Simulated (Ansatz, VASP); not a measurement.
# Two plane-wave programs on Ge2H4W

Contents of POSCAR:

```
Ge2H4W
1.0
   -1.7074288354      1.7074288354      6.4137992206
    1.7074288354     -1.7074288354      6.4137992206
    1.7074288354      1.7074288354     -6.4137992206
Ge W H
2 1 4
Direct
    0.1979399373      0.1979399373      1.0000000000
    0.8020600627      0.8020600627      0.0000000000
    0.0000000000      0.0000000000      1.0000000000
    0.2332607532      0.5000000000      0.7332607532
    0.7667392468      0.5000000000      0.2667392468
    0.5000000000      0.7667392468      0.2667392468
    0.5000000000      0.2332607532      0.7332607532
```

The input INCAR.step1:

```
SYSTEM = Ge2H4W
ALGO = Normal ; EDIFF = 1E-5
EDIFFG = -0.005 ; ENCUT = 550
GGA = PE ; GGA_COMPAT = .FALSE.
IBRION = 2 ; ISIF = 3
ISMEAR = 0 ; KPAR = 4
LASPH = .TRUE. ; LCHARG = .FALSE.
LREAL = .FALSE. ; LWAVE = .TRUE.
NELM = 120 ; NELMIN = 4
NSW = 100 ; PREC = Accurate
SIGMA = 0.1
```

INCAR.step2

```
SYSTEM = Ge2H4W
ALGO = Normal ; EDIFF = 1E-7
EDIFFG = -0.025 ; ENCUT = 550
GGA_COMPAT = .FALSE. ; IBRION = 2
ISIF = 3 ; ISMEAR = 0
ISTART = 1 ; KPAR = 4
LASPH = .TRUE. ; LCHARG = .FALSE.
LMIXTAU = .TRUE. ; LREAL = .FALSE.
LWAVE = .FALSE. ; METAGGA = R2SCAN
NELM = 120 ; NELMIN = 4
NSW = 90 ; PREC = Accurate
SIGMA = 0.1
```

File KPOINTS:

```
k-points
0
G
  12 12 12
  0 0 0
```

Input for Ansatz:

```yaml
crystal:
  lattice:
    - [-1.7074288354, 1.7074288354, 6.4137992206]
    - [1.7074288354, -1.7074288354, 6.4137992206]
    - [1.7074288354, 1.7074288354, -6.4137992206]
  atoms:
    - { symbol: Ge, position: [0.1979399373, 0.1979399373, 1.0] }
    - { symbol: Ge, position: [0.8020600627, 0.8020600627, 0.0] }
    - { symbol: W, position: [0.0, 0.0, 1.0] }
    - { symbol: H, position: [0.2332607532, 0.5, 0.7332607532] }
    - { symbol: H, position: [0.7667392468, 0.5, 0.2667392468] }
    - { symbol: H, position: [0.5, 0.7667392468, 0.2667392468] }
    - { symbol: H, position: [0.5, 0.2332607532, 0.7332607532] }
basis:
  ecutwfc: 500
kpoints:
  mp_grid: { grid: [12, 12, 12] }
hamiltonian:
  xc: r2scan
scf:
  occupations: { method: gaussian, width: 0.1 }
output:
  forces: true
  stress: true
  eigenvalues: true
relax:
  adjacent_minimum: "off"
  f_tol: 0.025
  max_steps: 70
  cell: { stress_tol: 0.12 }
```

Alike in both runs: task relaxation of cell and atoms; functional r2SCAN; k mesh 12 × 12 × 12; occupations gaussian, width 0.1 eV; no spin polarisation.

|  | VASP | Ansatz |
| --- | --- | --- |
| version | VASP 6.6.1 | Ansatz 0.2.0 |
| potentials or method | VASP PAW PBE potentials, release 64 (Ge_d, W_sv, H), cutoff 550 eV | scalar-relativistic, plane waves, PAW |
| valence electrons in the cell | 46 | 46 |

|  | VASP | Ansatz | Ansatz less VASP |
| --- | --- | --- | --- |
| gap on the k mesh at the Fermi level, each at its own relaxed structure (eV) | none | none | - |
| relaxed volume (Å³/atom) | 10.69 | 10.68 | -0.011 |
| relaxed cell length with the largest relative difference (Å) | 6.863 | 6.860 | -0.0031 |

VASP's potentials were made for PBE, not for r2SCAN. A gap of «none» marks a metal or a gap that the smearing closes.

Neither program's run includes spin-orbit coupling.
